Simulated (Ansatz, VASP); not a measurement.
# C: VASP beside Ansatz

```
C
1.0
    -2.40622    2.40622    2.15283
     2.40622   -2.40622    2.15283
     2.40622    2.40622   -2.15283
C
8
Direct
  0.75847 0.12159 0.23255
  0.88904 0.52591 0.76745
  0.12159 0.75847 0.23255
  0.47409 0.24153 0.36313
  0.87841 0.11096 0.63687
  0.52591 0.88904 0.76745
  0.24153 0.47409 0.36313
  0.11096 0.87841 0.63687
```

Alike in both runs: functional PBE; k mesh 6 × 6 × 6; occupations gaussian, width 0.1 eV; no spin polarisation.

Ansatz relaxed the structure, and its values are those at the end. VASP's run is a single point on that final structure, the one shown.

|  | VASP | Ansatz |
| --- | --- | --- |
| version | VASP 6.6.1 | Ansatz 0.2.0 |
| potentials or method | VASP PAW PBE potentials, release 64 (C), cutoff 520 eV | scalar-relativistic, plane waves, PAW |
| valence electrons in the cell | 32 | 32 |

Ansatz gave:

| Item | Value |
| --- | --- |
| gap on the k mesh at the Fermi level (eV) | 0.49 |
| least direct gap on the mesh (eV) | 0.82 |
| pressure (GPa) | 0.1 |
| rms of the force components (eV/Å) | 0.006 |

Q: Which values does VASP return?

A: gap on the k mesh at the Fermi level (eV): 0.48; least direct gap on the mesh (eV): 0.82; pressure (GPa): 0.5; rms of the force components (eV/Å): 0.017.

The functional is the same, so the differences come from potentials, cutoffs and numerics.
